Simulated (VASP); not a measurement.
# Pb (Fm-3m) in VASP: notebook

Pb is run at these levels: RPBE, revPBE, BLYP, r2SCAN, LDA; tasks: single point, relaxation of cell and atoms.

Program: VASP 6.6.1. These are calculated values, not measurements. Logs are shortened: lines on timing, memory, paths and dates and some standing lists are left out, and cuts for length are marked.

### 1 The cell of the first run

The structure is cubic, space group Fm-3m (No. 225). Conventional cell: a = 5.098 Å, b = 5.098 Å, c = 5.098 Å, α = 90.00°, β = 90.00°, γ = 90.00°. Pb (site symmetry m-3m) has 12 Pb at 3.60 Å within 4.7 Å.

### 2 Single point, RPBE

The input, INCAR:

```
SYSTEM = Pb
PREC     = Accurate       ! precision mode
ENCUT    = 520            ! plane-wave cutoff, eV
EDIFF    = 1E-6           ! SCF threshold, eV
ISMEAR   = -1             ! smearing method
SIGMA    = 0.05           ! smearing width, eV
LREAL    = .FALSE.        ! projectors in reciprocal space
LASPH    = .TRUE.         ! aspherical terms in the spheres
NELM     = 100            ! most SCF steps
ALGO     = Fast           ! electronic algorithm
ISIF     = 2              ! what is computed and relaxed
LWAVE    = .FALSE.        ! write WAVECAR
LCHARG   = .FALSE.        ! write CHGCAR
GGA      = RP             ! functional
NBANDS   = 13             ! bands
```

The input, KPOINTS:

```
regular mesh
0
G
  9 9 9
  0 0 0
```

The input, POSCAR:

```
Pb
1.0
    0.0000000000      2.5489366634      2.5489366634
    2.5489366634      0.0000000000      2.5489366634
    2.5489366634      2.5489366634      0.0000000000
Pb
1
Direct
    0.0000000000      0.0000000000      0.0000000000
```

Potentials or basis: VASP PAW PBE potentials, release 64 (Pb_d).

Command:

```console
$ cat potpaw_PBE.64/Pb_d/POTCAR > POTCAR
$ mpirun -np 1 vasp_std > vasp.out
```

OUTCAR:

```text
SYSTEM = Pb
   PREC = Accurate
   ENCUT = 520
   EDIFF = 1E-6
   ISMEAR = -1
   LREAL = .FALSE.
   LASPH = .TRUE.
   NELM = 100
   ISIF = 2
   GGA = RP

 ion  position               nearest neighbor table
   1  0.000  0.000  0.000-

  LATTYP: Found a face centered cubic cell.
 ALAT       =     5.0978733268

  Lattice vectors:

 A1 = (   0.0000000000,   2.5489366634,   2.5489366634)
 A2 = (   2.5489366634,   0.0000000000,   2.5489366634)
 A3 = (   2.5489366634,   2.5489366634,   0.0000000000)

Analysis of symmetry for initial positions (statically):
[... 5 lines left out ...]
 face centered cubic supercell.

 Subroutine GETGRP returns: Found 48 space group operations
 (whereof 48 operations were pure point group operations)
 out of a pool of 48 trial point group operations.

The static configuration has the point symmetry O_h .

Analysis of symmetry for dynamics (positions and initial velocities):
[... 5 lines left out ...]
 face centered cubic supercell.

 Subroutine GETGRP returns: Found 48 space group operations
 (whereof 48 operations were pure point group operations)
 out of a pool of 48 trial point group operations.

The dynamic configuration has the point symmetry O_h .

 Subroutine INISYM returns: Found 48 space group operations
 (whereof 48 operations are pure point group operations),
 and found     1 'primitive' translations

----------------------------------------------------------------------------------------

                                     Primitive cell

  volume of cell :      33.1213

  direct lattice vectors                    reciprocal lattice vectors
     0.000000000  2.548936663  2.548936663    -0.196160229  0.196160229  0.196160229
     2.548936663  0.000000000  2.548936663     0.196160229 -0.196160229  0.196160229
     2.548936663  2.548936663  0.000000000     0.196160229  0.196160229 -0.196160229

  length of vectors
     3.604740799  3.604740799  3.604740799     0.339759483  0.339759483  0.339759483

  position of ions in fractional coordinates (direct lattice)
     0.000000000  0.000000000  0.000000000

  ion indices of the primitive-cell ions
   primitive index   ion index
                 1           1

----------------------------------------------------------------------------------------

 KPOINTS: regular mesh

Automatic generation of k-mesh.
 Grid dimensions read from file:
 generate k-points for:    9    9    9

 Generating k-lattice:

  Cartesian coordinates                     Fractional coordinates (reciprocal lattice)
    -0.021795581  0.021795581  0.021795581     0.111111111  0.000000000  0.000000000
     0.021795581 -0.021795581  0.021795581     0.000000000  0.111111111  0.000000000
     0.021795581  0.021795581 -0.021795581     0.000000000  0.000000000  0.111111111

  Length of vectors
     0.037751054  0.037751054  0.037751054

  Shift w.r.t. Gamma in fractional coordinates (k-lattice)
     0.000000000  0.000000000  0.000000000

 Subroutine IBZKPT returns following result:
 ===========================================

 Found     35 irreducible k-points:

 Following reciprocal coordinates:
            Coordinates               Weight
  0.000000  0.000000  0.000000      1.000000
  0.111111  0.000000  0.000000      8.000000
  0.222222  0.000000  0.000000      8.000000
  0.333333  0.000000  0.000000      8.000000
  0.444444  0.000000  0.000000      8.000000
  0.111111  0.111111  0.000000      6.000000
[... 16 lines left out ...]
 -0.333333  0.333333  0.000000     12.000000
  0.444444  0.444444  0.000000      6.000000
 [... further k-points ...]
   k-points           NKPTS =     35   k-points in BZ     NKDIM =     35   number of bands    NBANDS=     13
   number of dos      NEDOS =    301   number of ions     NIONS =      1
   total plane-waves  NPLWV =  21952
   dimension x,y,z NGX =    28 NGY =   28 NGZ =   28
   dimension x,y,z NGXF=    56 NGYF=   56 NGZF=   56
   ions per type =               1
   NGX,Y,Z   is equivalent  to a cutoff of  12.91, 12.91, 12.91 a.u.
   NGXF,Y,Z  is equivalent  to a cutoff of  25.83, 25.83, 25.83 a.u.
 SYSTEM =  Pb
   PREC   = accura    normal or accurate (medium, high low for compatibility)
   ISTART =      0    job   : 0-new  1-cont  2-samecut
   ICHARG =      2    charge: 1-file 2-atom 10-const
   ISPIN  =      1    spin polarized calculation?
   LNONCOLLINEAR =      F non collinear calculations
   LSORBIT =      F    spin-orbit coupling
   LASPH  =      T    aspherical Exc in radial PAW
   ENCUT  =  520.0 eV  38.22 Ry    6.18 a.u.   6.70  6.70  6.70*2*pi/ulx,y,z
   NELM   =    100;   NELMIN=  2; NELMDL= -5     # of ELM steps
   EDIFF  = 0.1E-05   stopping-criterion for ELM
   LREAL  =      F    real-space projection
   EDIFFG = 0.1E-04   stopping-criterion for IOM
   NSW    =      0    number of steps for IOM
   IBRION =     -1    ionic relax: 0-MD 1-quasi-New 2-CG
   NFREE  =      0    steps in history (QN), initial steepest desc. (CG)
   ISIF   =      2    stress and relaxation
   ISYM   =      2    0-nonsym 1-usesym 2-fastsym
   POTIM  = 0.5000    time-step for ionic-motion
   TEBEG  =    0.0;   TEEND  =   0.0 temperature during run
   PSTRESS=    0.0 pullay stress
   NELECT =      14.0000    total number of electrons
   NUPDOWN=      -1.0000    fix difference up-down
   EMIN   =  10.00;   EMAX   =-10.00  energy-range for DOS
   EFERMI =   0.00;   METHOD = LEGACY
   ISMEAR =    -1;   SIGMA  =   0.05  broadening in eV -4-tet -1-fermi 0-gaus
   EFERMI_NEDOS =   21; number of points for ismear=-14 and -15
   IALGO  =     68    algorithm
   IMIX   =      4    mixing-type and parameters
     AMIX     =   0.40;   BMIX     =  1.00
     AMIX_MAG =   1.60;   BMIX_MAG =  1.00
  volume/ion in A,a.u.               =      33.12       223.51
  Fermi-wavevector in a.u.,A,eV,Ry     =   1.228613  2.321742 20.537860  1.509490
  Thomas-Fermi vector in A             =   2.363532
   LORBIT       =      0    0 simple, 1 ext, 2 COOP (PROOUT), +10 PAW based schemes
   GGA     = RP    functional components
   LHFCALC =     F    Hartree Fock is set to
   AEXX    =    0.0000 exact exchange contribution
   IVDW    =     0    specifies the selected vdW correction
   LEPSILON=     F    determine dielectric tensor
   LRPA    =     F    only Hartree local field effects (RPA)
 non-spin polarized calculation
 RMM-DIIS sequential band-by-band and
  energy-cutoff  :      520.00
  volume of cell :       33.12
 maximum number of plane-waves:       908
   NGX = 13   NGY = 13   NGZ = 13

 number of electron      14.0000000 magnetization

 Free energy of the ion-electron system (eV)
  ---------------------------------------------------
  ext. energy  EPLUGINS =         0.00000000
  ---------------------------------------------------
  free energy    TOTEN  =        -3.19651146 eV

  energy without entropy =       -3.19342721  energy(sigma->0) =       -3.19496933

 E-fermi :   6.3507     XC(G=0):  -9.6667

 val. band max:        6.2698272785   @ k =   0.3333   0.3333   0.0000
 cond. band min:       6.3952463386   @ k =  -0.2222   0.3333   0.1111
 fundamental gap:      0.1254190601
 Fermi energy:         6.3506736603

 k-point     1 :       0.0000    0.0000    0.0000
  band No.  band energies     occupation
      1     -10.6322      2.00000
      2     -10.6322      2.00000
      3     -10.6322      2.00000
      4     -10.5276      2.00000
      5     -10.5276      2.00000
      6      -4.7175      2.00000
      7      13.2272      0.00000
      8      13.2272      0.00000
      9      13.2272      0.00000
     10      16.1203      0.00000
     11      16.6570      0.00000
     12      18.3090      0.00000
     13      18.3090      0.00000

 k-point     2 :       0.1111    0.0000    0.0000
  band No.  band energies     occupation
      1     -10.6319      2.00000
      2     -10.6197      2.00000
      3     -10.6197      2.00000
      4     -10.5275      2.00000
      5     -10.5275      2.00000
      6      -4.5015      2.00000
      7      11.0354      0.00000
      8      12.9730      0.00000
      9      12.9730      0.00000
     10      15.5714      0.00000
     11      17.8240      0.00000
     12      18.7580      0.00000
     13      18.7580      0.00000

 k-point     3 :       0.2222    0.0000    0.0000
  band No.  band energies     occupation
      1     -10.6333      2.00000
      2     -10.6050      2.00000
      3     -10.6050      2.00000
      4     -10.5095      2.00000
      5     -10.5095      2.00000
      6      -3.8604      2.00000
      7       7.8459      0.00000
      8      12.4343      0.00000
      9      12.4343      0.00000
     10      15.0874      0.00000
     11      17.8987      0.00000
     12      18.5021      0.00000
     13      18.5034      0.00000

 k-point     4 :       0.3333    0.0000    0.0000
  band No.  band energies     occupation
      1     -10.6383      2.00000
      2     -10.6122      2.00000
      3     -10.6122      2.00000
      4     -10.4643      2.00000
      5     -10.4643      2.00000
      6      -2.8521      2.00000
      7       5.0065      2.00000
      8      11.9253      0.00000
      9      11.9253      0.00000
     10      14.9307      0.00000
     11      16.6207      0.00000
     12      17.6465      0.00000
     13      17.6465      0.00000

 k-point     5 :       0.4444    0.0000    0.0000
  band No.  band energies     occupation
      1     -10.6432      2.00000
      2     -10.6221      2.00000
      3     -10.6221      2.00000
      4     -10.4291      2.00000
      5     -10.4291      2.00000
      6      -1.7911      2.00000
      7       3.0073      2.00000
      8      11.6283      0.00000
      9      11.6283      0.00000
     10      15.0678      0.00000
     11      15.7686      0.00000
     12      17.1991      0.00000
     13      17.1991      0.00000
[... 257 lines left out ...]
 k-point    22 :      -0.4444    0.3333    0.0000
  band No.  band energies     occupation
      1     -10.6973      2.00000
      2     -10.6191      2.00000
      3     -10.4806      2.00000
      4     -10.4621      2.00000
      5     -10.4191      2.00000
      6      -0.6062      2.00000
      7       4.2592      2.00000
      8       6.1111      1.98354
      9       9.1725      0.00000
     10      12.5994      0.00000
     11      16.5683      0.00000
     12      21.8743      0.00000
     13      21.9377      0.00000

 k-point    23 :      -0.3333    0.3333    0.0000
  band No.  band energies     occupation
      1     -10.6700      2.00000
      2     -10.5497      2.00000
      3     -10.5146      2.00000
      4     -10.5014      2.00000
      5     -10.4525      2.00000
      6      -0.7302      2.00000
      7       4.8215      2.00000
      8       5.1016      2.00000
      9       9.8731      0.00000
     10      13.0911      0.00000
     11      19.5558      0.00000
     12      21.1622      0.00000
     13      21.3507      0.00000

 k-point    24 :       0.4444    0.4444    0.0000
  band No.  band energies     occupation
      1     -10.7489      2.00000
      2     -10.6759      2.00000
      3     -10.4361      2.00000
      4     -10.4050      2.00000
      5     -10.4050      2.00000
      6      -0.7029      2.00000
      7       3.9690      2.00000
      8       8.5184      0.00000
      9       8.5184      0.00000
     10      11.6722      0.00000
     11      12.8669      0.00000
     12      24.2030      0.00000
     13      25.3973      0.00000

 [... further k-points ...]
[... 5 lines left out ...]
  --------------------------------------------------------------------------------------
  -------------------------------------------------------------------------------------
  Total       -0.0022766     -0.0022766     -0.0022766      0.0000000     -0.0000000     -0.0000000
  in kB       -0.1101238     -0.1101238     -0.1101238      0.0000000     -0.0000000     -0.0000000
  external PRESSURE =      -0.1101238 kB  Pullay stress =       0.0000000 kB

 VOLUME and BASIS-vectors are now :
 -----------------------------------------------------------------------------
  energy-cutoff  :      520.00
  volume of cell :       33.12
      direct lattice vectors                 reciprocal lattice vectors
     0.000000000  2.548936663  2.548936663    -0.196160229  0.196160229  0.196160229
     2.548936663  0.000000000  2.548936663     0.196160229 -0.196160229  0.196160229
     2.548936663  2.548936663  0.000000000     0.196160229  0.196160229 -0.196160229

 POSITION                                       TOTAL-FORCE (eV/Angst)
 -----------------------------------------------------------------------------------
      0.00000      0.00000      0.00000         0.000000      0.000000      0.000000
 -----------------------------------------------------------------------------------
    total drift:                               -0.000000     -0.000000     -0.000000

  FREE ENERGIE OF THE ION-ELECTRON SYSTEM (eV)
  ---------------------------------------------------
  free  energy   TOTEN  =        -3.1965114556 eV

  energy  without entropy=       -3.1934272082  energy(sigma->0) =       -3.19496933
```

It took 8.4 s on 1 thread of Intel Xeon 6975P-C, shared host; peak memory 0.16 GiB.

Results:

| Item | Value |
| --- | --- |
| Free energy | -3.1965 eV |
| Pressure | 0.0 GPa |
| Band gap on the k mesh | zero (band 7 reaches 13.23 eV, above the bottom of band 8 at 5.10 eV) |

Caveat: the PAW data sets were made with another functional, which shifts forces and pressure a little; spin-orbit coupling is left out, which moves the levels of the heavy elements.

### 3 Single point, revPBE

This run uses another cell than the first one, of 32.75 Å³/atom, 0.989 times its volume.

The input, INCAR:

```
SYSTEM = Pb
PREC = Accurate
ENCUT = 520
EDIFF = 1E-7
ISMEAR = -1
SIGMA = 0.05
LREAL = .FALSE.
LASPH = .TRUE.
NELM = 100
ALGO = Fast
ISIF = 2
LWAVE = .FALSE.
LCHARG = .FALSE.
GGA = RE
NBANDS = 13
```

The input, KPOINTS:

```
Automatic mesh
0
G
  9 9 9
  0 0 0
```

The input, POSCAR:

```
Pb
1.0
    0.0000000000      2.5393525055      2.5393525055
    2.5393525055      0.0000000000      2.5393525055
    2.5393525055      2.5393525055      0.0000000000
Pb
1
Direct
    0.0000000000      0.0000000000      0.0000000000
```

Potentials or basis: VASP PAW PBE potentials, release 64 (Pb_d).

Command:

```console
$ cat potpaw_PBE.64/Pb_d/POTCAR > POTCAR
$ mpirun -np 1 vasp_std > vasp.out
```

OUTCAR:

```text
SYSTEM = Pb
   PREC = Accurate
   ENCUT = 520
   EDIFF = 1E-7
   ISMEAR = -1
   LREAL = .FALSE.
   LASPH = .TRUE.
   NELM = 100
   ISIF = 2
   GGA = RE

 ion  position               nearest neighbor table
   1  0.000  0.000  0.000-

  LATTYP: Found a face centered cubic cell.
 ALAT       =     5.0787050110

  Lattice vectors:

 A1 = (   0.0000000000,   2.5393525055,   2.5393525055)
 A2 = (   2.5393525055,   0.0000000000,   2.5393525055)
 A3 = (   2.5393525055,   2.5393525055,   0.0000000000)

Analysis of symmetry for initial positions (statically):
[... 5 lines left out ...]
 face centered cubic supercell.
[... 547 lines left out ...]
      6      -0.6219      2.00000
      7       4.0207      2.00000
      8       8.6089      0.00000
      9       8.6089      0.00000
     10      11.7887      0.00000
     11      12.9868      0.00000
     12      24.3511      0.00000
     13      25.6120      0.00000

 [... further k-points ...]
[... 5 lines left out ...]
  --------------------------------------------------------------------------------------
  -------------------------------------------------------------------------------------
  Total       -0.0077062     -0.0077062     -0.0077062     -0.0000000     -0.0000000      0.0000000
  in kB       -0.3770107     -0.3770107     -0.3770107     -0.0000000     -0.0000000      0.0000000
  external PRESSURE =      -0.3770107 kB  Pullay stress =       0.0000000 kB

 VOLUME and BASIS-vectors are now :
 -----------------------------------------------------------------------------
  energy-cutoff  :      520.00
  volume of cell :       32.75
      direct lattice vectors                 reciprocal lattice vectors
     0.000000000  2.539352506  2.539352506    -0.196900587  0.196900587  0.196900587
     2.539352506  0.000000000  2.539352506     0.196900587 -0.196900587  0.196900587
     2.539352506  2.539352506  0.000000000     0.196900587  0.196900587 -0.196900587

 POSITION                                       TOTAL-FORCE (eV/Angst)
 -----------------------------------------------------------------------------------
      0.00000      0.00000      0.00000         0.000000      0.000000     -0.000000
 -----------------------------------------------------------------------------------
    total drift:                               -0.000000     -0.000000     -0.000000

  FREE ENERGIE OF THE ION-ELECTRON SYSTEM (eV)
  ---------------------------------------------------
  free  energy   TOTEN  =        -3.2609891240 eV

  energy  without entropy=       -3.2578015934  energy(sigma->0) =       -3.25939536
```

OSZICAR:

```text
N       E                     dE             d eps       ncg     rms          rms(c)
DAV:   1     0.105950952711E+03    0.10595E+03   -0.71657E+03   928   0.122E+03
DAV:   2     0.175715402528E+01   -0.10419E+03   -0.10089E+03   945   0.300E+02
DAV:   3    -0.315054516958E+01   -0.49077E+01   -0.48927E+01  1113   0.719E+01
DAV:   4    -0.326177579186E+01   -0.11123E+00   -0.11120E+00  1142   0.119E+01
DAV:   5    -0.326680873475E+01   -0.50329E-02   -0.50328E-02  1245   0.232E+00    0.444E-01
RMM:   6    -0.326145944360E+01    0.53493E-02   -0.81132E-03  1078   0.127E+00    0.247E-01
RMM:   7    -0.326070037394E+01    0.75907E-03   -0.59735E-03  1070   0.871E-01    0.924E-02
RMM:   8    -0.326092911130E+01   -0.22874E-03   -0.16702E-03  1191   0.628E-01    0.170E-02
RMM:   9    -0.326097616922E+01   -0.47058E-04   -0.51398E-04  1322   0.249E-01    0.165E-02
RMM:  10    -0.326098235928E+01   -0.61901E-05   -0.16127E-04  1184   0.214E-01    0.406E-03
RMM:  11    -0.326098779790E+01   -0.54386E-05   -0.66664E-05  1424   0.847E-02    0.295E-03
RMM:  12    -0.326098888425E+01   -0.10863E-05   -0.11210E-05  1385   0.360E-02    0.269E-03
RMM:  13    -0.326098920421E+01   -0.31996E-06   -0.13118E-06  1200   0.118E-02    0.278E-03
RMM:  14    -0.326098893922E+01    0.26499E-06   -0.36947E-07   958   0.701E-03    0.159E-03
RMM:  15    -0.326098876741E+01    0.17181E-06   -0.16125E-07   866   0.481E-03    0.181E-03
RMM:  16    -0.326098886851E+01   -0.10110E-06   -0.31095E-08   609   0.226E-03    0.134E-03
RMM:  17    -0.326098907768E+01   -0.20917E-06   -0.63976E-08   605   0.396E-03    0.267E-04
RMM:  18    -0.326098912401E+01   -0.46326E-07   -0.20357E-08   625   0.171E-03
   1 F= -.32609891E+01 E0= -.32593954E+01  d E =-.318753E-02
```

Wall time 12 s (1 thread of Intel Xeon 6975P-C, shared host); peak memory 0.16 GiB.

What came out:

```yaml
Free_energy: -3.2610 eV
Pressure: 0.0 GPa
Band_gap_on_the_k_mesh: zero (band 7 reaches 13.39 eV, above the bottom of band 8 at 5.16 eV)
```

Caveat: the PAW data sets were made with another functional, which shifts forces and pressure a little; spin-orbit coupling is left out, which moves the levels of the heavy elements.

### 4 Single point, BLYP

This run uses another cell than the first one, of 34.57 Å³/atom, 1.044 times its volume.

The input, INCAR:

```
PREC = Accurate
ENCUT = 520
EDIFF = 1E-6
ISMEAR = -1
SIGMA = 0.05
LREAL = F
LASPH = T
NELM = 100
ALGO = Normal
ISIF = 2
LWAVE = F
LCHARG = F
GGA = B5
ALDAX = 1.0
AGGAX = 1.0
AGGAC = 1.0
ALDAC = 0.0
NBANDS = 13
```

The input, KPOINTS:

```
regular mesh
0
Gamma
  9 9 9
```

The input, POSCAR:

```
Pb
1.0
    0.0000000000      2.5854668835      2.5854668835
    2.5854668835      0.0000000000      2.5854668835
    2.5854668835      2.5854668835      0.0000000000
Pb
1
Direct
    0.0000000000      0.0000000000      0.0000000000
```

Command:

```console
$ cat potpaw_PBE.64/Pb_d/POTCAR > POTCAR
$ mpirun -np 1 vasp_std > vasp.out
```

Run time: 12 s. Hardware: 1 thread of Intel Xeon 6975P-C, shared host; peak memory 0.16 GiB.

The run converged. Its results:

```yaml
Free_energy: -2.8875 eV
Pressure: 0.0 GPa
Band_gap_on_the_k_mesh: zero (band 7 reaches 12.61 eV, above the bottom of band 8 at 5.12 eV)
```

Levels at points of the mesh, in eV from the Fermi level:
```tsv
k point	band 4	band 5	band 6	band 7	band 8	band 9	band 10	band 11
(0.00, 0.00, 0.00)	-16.83	-16.83	-10.91	6.31	6.31	6.31	10.02	10.25
```

Caveat: the PAW data sets were made with another functional, which shifts forces and pressure a little; spin-orbit coupling is left out, which moves the levels of the heavy elements.

[end of part 1 of 2]
